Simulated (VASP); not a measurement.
# CdTe (F-43m) in VASP: a series of runs

Runs on CdTe. Level: r2SCAN+D3(BJ). Tasks: single point.

All numbers are computed with VASP 6.6.1; they aren't measurements. Logs are shortened: lines on timing, memory, paths and dates and some standing lists are left out, and cuts for length are marked.

### 1 The cell of the first run

It takes space group F-43m (No. 216, cubic). Conventional cell: a = 6.439 Å, b = 6.439 Å, c = 6.439 Å, α = 90.00°, β = 90.00°, γ = 90.00°. Within 3.7 Å of Cd (site symmetry -43m) lie 4 Te at 2.79 Å. Within 3.7 Å of Te (site symmetry -43m) lie 4 Cd at 2.79 Å.

### 2 Single point, r2SCAN+D3(BJ) (volume scaled by 0.96)

Input file POSCAR:

```
CdTe
1.0
    0.0000000000      3.2193032341      3.2193032341
    3.2193032341      0.0000000000      3.2193032341
    3.2193032341      3.2193032341      0.0000000000
Cd Te
1 1
Direct
    0.0000000000      0.0000000000      0.0000000000
    0.2500000000      0.2500000000      0.2500000000
```

Input file INCAR.step1:

```
PREC = Accurate
ENCUT = 520
ISMEAR = 0
SIGMA = 0.05
LREAL = F
LASPH = T
NELM = 60
NBANDS = 16
GGA = PE
ALGO = Normal
EDIFF = 1E-4
LWAVE = T
LCHARG = F
```

Input file INCAR.step2:

```
PREC = Accurate
ENCUT = 520
EDIFF = 1E-6
ISMEAR = 0
SIGMA = 0.05
LREAL = F
LASPH = T
NELM = 60
ALGO = Normal
ISIF = 2
LWAVE = F
LCHARG = F
METAGGA = R2SCAN
LMIXTAU = T
IVDW = 12
VDW_S6 = 1.0
VDW_S8 = 0.78981345
VDW_A1 = 0.49484001
VDW_A2 = 5.73083694
NBANDS = 16
ISTART = 1
```

Input file KPOINTS:

```
Automatic mesh
0
Gamma
  6 6 6
```

Potentials or basis: VASP PAW PBE potentials, release 64 (Cd, Te).

Run with:

```console
> cat potpaw_PBE.64/Cd/POTCAR potpaw_PBE.64/Te/POTCAR > POTCAR
> cp INCAR.step1 INCAR
> mpirun -np 1 vasp_std > vasp.out
> cp INCAR.step2 INCAR
> mpirun -np 1 vasp_std > vasp.out
```

OUTCAR:

```text
PREC = Accurate
   ENCUT = 520
   EDIFF = 1E-6
   ISMEAR = 0
   LREAL = F
   LASPH = T
   NELM = 60
   ISIF = 2
   METAGGA = R2SCAN
   IVDW = 12
   ISTART = 1
 IVDW          = 12

 ion  position               nearest neighbor table
   1  0.000  0.000  0.000-   2 2.79   2 2.79   2 2.79   2 2.79
   2  0.250  0.250  0.250-   1 2.79   1 2.79   1 2.79   1 2.79

  LATTYP: Found a face centered cubic cell.
 ALAT       =     6.4386064682

  Lattice vectors:

 A1 = (   0.0000000000,   3.2193032341,   3.2193032341)
 A2 = (   3.2193032341,   0.0000000000,   3.2193032341)
 A3 = (   3.2193032341,   3.2193032341,   0.0000000000)

Analysis of symmetry for initial positions (statically):
=====================================================================
 Subroutine PRICEL returns:
 Original cell was already a primitive cell.

 Routine SETGRP: Setting up the symmetry group for a
 face centered cubic supercell.

 Subroutine GETGRP returns: Found 24 space group operations
 (whereof 24 operations were pure point group operations)
 out of a pool of 48 trial point group operations.

The static configuration has the point symmetry T_d .

Analysis of symmetry for dynamics (positions and initial velocities):
=====================================================================
 Subroutine PRICEL returns:
 Original cell was already a primitive cell.

 Routine SETGRP: Setting up the symmetry group for a
 face centered cubic supercell.

 Subroutine GETGRP returns: Found 24 space group operations
 (whereof 24 operations were pure point group operations)
 out of a pool of 48 trial point group operations.

The dynamic configuration has the point symmetry T_d .

 Subroutine INISYM returns: Found 24 space group operations
 (whereof 24 operations are pure point group operations),
 and found     1 'primitive' translations

----------------------------------------------------------------------------------------

                                     Primitive cell

  volume of cell :      66.7292

  direct lattice vectors                    reciprocal lattice vectors
     0.000000000  3.219303234  3.219303234    -0.155313111  0.155313111  0.155313111
     3.219303234  0.000000000  3.219303234     0.155313111 -0.155313111  0.155313111
     3.219303234  3.219303234  0.000000000     0.155313111  0.155313111 -0.155313111

  length of vectors
[... 71 lines left out ...]
   ENCUT  =  520.0 eV  38.22 Ry    6.18 a.u.   8.47  8.47  8.47*2*pi/ulx,y,z
   NELM   =     60;   NELMIN=  2; NELMDL=  0     # of ELM steps
   EDIFF  = 0.1E-05   stopping-criterion for ELM
   LREAL  =      F    real-space projection
   EDIFFG = 0.1E-04   stopping-criterion for IOM
   NSW    =      0    number of steps for IOM
   IBRION =     -1    ionic relax: 0-MD 1-quasi-New 2-CG
   NFREE  =      0    steps in history (QN), initial steepest desc. (CG)
   ISIF   =      2    stress and relaxation
   ISYM   =      2    0-nonsym 1-usesym 2-fastsym
   POTIM  = 0.5000    time-step for ionic-motion
   TEBEG  =    0.0;   TEEND  =   0.0 temperature during run
   PSTRESS=    0.0 pullay stress
   NELECT =      18.0000    total number of electrons
   NUPDOWN=      -1.0000    fix difference up-down
   EMIN   =  10.00;   EMAX   =-10.00  energy-range for DOS
   EFERMI =   0.00;   METHOD = LEGACY
   ISMEAR =     0;   SIGMA  =   0.05  broadening in eV -4-tet -1-fermi 0-gaus
   EFERMI_NEDOS =   21; number of points for ismear=-14 and -15
   IALGO  =     38    algorithm
   IMIX   =      4    mixing-type and parameters
     AMIX     =   0.40;   BMIX     =  1.00
     AMIX_MAG =   1.60;   BMIX_MAG =  1.00
  volume/ion in A,a.u.               =      33.36       225.16
  Fermi-wavevector in a.u.,A,eV,Ry     =   1.057776  1.998907 15.223429  1.118890
  Thomas-Fermi vector in A             =   2.193061
   LORBIT       =      0    0 simple, 1 ext, 2 COOP (PROOUT), +10 PAW based schemes
   METAGGA = R2SCAN    functional components
   LHFCALC =     F    Hartree Fock is set to
   AEXX    =    0.0000 exact exchange contribution
   IVDW    =    12    specifies the selected vdW correction
   LEPSILON=     F    determine dielectric tensor
   LRPA    =     F    only Hartree local field effects (RPA)
 non-spin polarized calculation
 Gauss-broadening in eV      SIGMA  =   0.05
  energy-cutoff  :      520.00
  volume of cell :       66.73
 maximum number of plane-waves:      1820
 NGX is ok and might be reduce to    36
   NGX = 17   NGY = 17   NGZ = 17

 number of electron      17.9999994 magnetization

 Free energy of the ion-electron system (eV)
  ---------------------------------------------------
  ext. energy  EPLUGINS =         0.00000000
  ---------------------------------------------------
  free energy    TOTEN  =       -46.61005683 eV

  energy without entropy =      -46.61005683  energy(sigma->0) =      -46.61005683

 E-fermi :   2.5546     XC(G=0):  -9.1956

 val. band max:        2.2868730223   @ k =   0.0000   0.0000   0.0000
 cond. band min:       3.6245612960   @ k =   0.0000   0.0000   0.0000
 fundamental gap:      1.3376882738
 Fermi energy:         2.5546293043

 k-point     1 :       0.0000    0.0000    0.0000
  band No.  band energies     occupation
      1      -9.3616      2.00000
      2      -6.3469      2.00000
      3      -6.3469      2.00000
      4      -6.3469      2.00000
      5      -6.0458      2.00000
      6      -6.0458      2.00000
[... 281 lines left out ...]
      3      -6.1950      2.00000
      4      -6.1002      2.00000
      5      -6.0315      2.00000
      6      -5.4266      2.00000
[... 8 lines left out ...]
     15      14.0106      0.00000
     16      14.4062      0.00000

------------------------ aborting loop because EDIFF is reached ----------------------------------------

 Edisp (eV)   -0.34032

 E8    (eV) :    -0.1223

  FORCE on cell =-STRESS in cart. coord.  units (eV):
  Direction    XX          YY          ZZ          XY          YZ          ZX
  --------------------------------------------------------------------------------------
  -------------------------------------------------------------------------------------
  Total       0.77077     0.77077     0.77077     0.00000     0.00000    -0.00000
  in kB      18.50632    18.50632    18.50632     0.00000     0.00000    -0.00000
  external pressure =       18.51 kB  Pullay stress =        0.00 kB

 VOLUME and BASIS-vectors are now :
 -----------------------------------------------------------------------------
  energy-cutoff  :      520.00
  volume of cell :       66.73
      direct lattice vectors                 reciprocal lattice vectors
     0.000000000  3.219303234  3.219303234    -0.155313111  0.155313111  0.155313111
     3.219303234  0.000000000  3.219303234     0.155313111 -0.155313111  0.155313111
     3.219303234  3.219303234  0.000000000     0.155313111  0.155313111 -0.155313111

 POSITION                                       TOTAL-FORCE (eV/Angst)
 -----------------------------------------------------------------------------------
      0.00000      0.00000      0.00000        -0.000000     -0.000000     -0.000000
      1.60965      1.60965      1.60965         0.000000      0.000000      0.000000
 -----------------------------------------------------------------------------------
    total drift:                               -0.000002     -0.000002     -0.000002

  FREE ENERGIE OF THE ION-ELECTRON SYSTEM (eV)
  ---------------------------------------------------
  free  energy   TOTEN  =       -46.9503770570 eV

  energy  without entropy=      -46.9503770570  energy(sigma->0) =      -46.95037706
```

OUTCAR.step1:

```text
PREC = Accurate
   ENCUT = 520
   ISMEAR = 0
   LREAL = F
   LASPH = T
[... 514 lines left out ...]
 -----------------------------------------------------------------------------------
      0.00000      0.00000      0.00000         0.000000      0.000000      0.000000
      1.60965      1.60965      1.60965        -0.000000     -0.000000     -0.000000
 -----------------------------------------------------------------------------------
    total drift:                               -0.000000     -0.000000     -0.000000

  FREE ENERGIE OF THE ION-ELECTRON SYSTEM (eV)
  ---------------------------------------------------
  free  energy   TOTEN  =        -4.7434409218 eV

  energy  without entropy=       -4.7434409218  energy(sigma->0) =       -4.74344092
```

Run time: 43 s. Hardware: 1 thread of Intel Xeon 6975P-C, shared host; peak memory 0.23 GiB.

Results:

| Item | Value |
| --- | --- |
| Free energy | -46.9504 eV |
| Pressure | 1.9 GPa |
| Band gap on the k mesh | 1.34 eV, direct |
| Dispersion energy per atom | -0.170 eV |

Caveat: three body term missing; the PAW data sets were made with another functional, which shifts forces and pressure a little; spin-orbit coupling is left out, which moves the levels of the heavy elements.

### 3 Single point, r2SCAN+D3(BJ) (volume scaled by 0.98)

Input file POSCAR:

```
CdTe
1.0
    0.0000000000      3.2415060269      3.2415060269
    3.2415060269      0.0000000000      3.2415060269
    3.2415060269      3.2415060269      0.0000000000
Cd Te
1 1
Direct
    0.0000000000      0.0000000000      0.0000000000
    0.2500000000      0.2500000000      0.2500000000
```

Changes to INCAR.step1 since step 2:

```diff
@@ -6,3 +6,3 @@
 LASPH = T
-NELM = 60
+NELM = 80
 NBANDS = 16
```

Changes to INCAR.step2 since step 2:

```diff
@@ -7,3 +7,3 @@
 LASPH = T
-NELM = 60
+NELM = 80
 ALGO = Normal
```

KPOINTS is that of step 2.

Potentials or basis: VASP PAW PBE potentials, release 64 (Cd, Te).

Run with:

```console
> cat potpaw_PBE.64/Cd/POTCAR potpaw_PBE.64/Te/POTCAR > POTCAR
> cp INCAR.step1 INCAR
> mpirun -np 1 vasp_std > vasp.out
> cp INCAR.step2 INCAR
> mpirun -np 1 vasp_std > vasp.out
```

Run time: 54 s. Hardware: 1 thread of Intel Xeon 6975P-C, shared host; peak memory 0.23 GiB.

Results (log left out):

* Free energy: -46.9620 eV
* Pressure: 0.9 GPa
* Band gap on the k mesh: 1.27 eV, direct
* Dispersion energy per atom: -0.167 eV

Levels at points of the mesh, in eV from the valence-band top:
```tsv
k point	band 6	band 7	band 8	band 9	band 10	band 11	band 12	band 13
(0.00, 0.00, 0.00)	-8.28	0.00	0.00	0.00	1.27	5.03	5.03	5.03
(0.50, 0.00, 0.00)	-7.90	-4.49	-0.79	-0.79	2.23	5.58	5.58	7.42
(0.50, 0.50, 0.00)	-7.75	-4.35	-1.91	-1.91	2.88	2.98	9.46	9.81
```

Caveat: three body term missing; the PAW data sets were made with another functional, which shifts forces and pressure a little; spin-orbit coupling is left out, which moves the levels of the heavy elements.
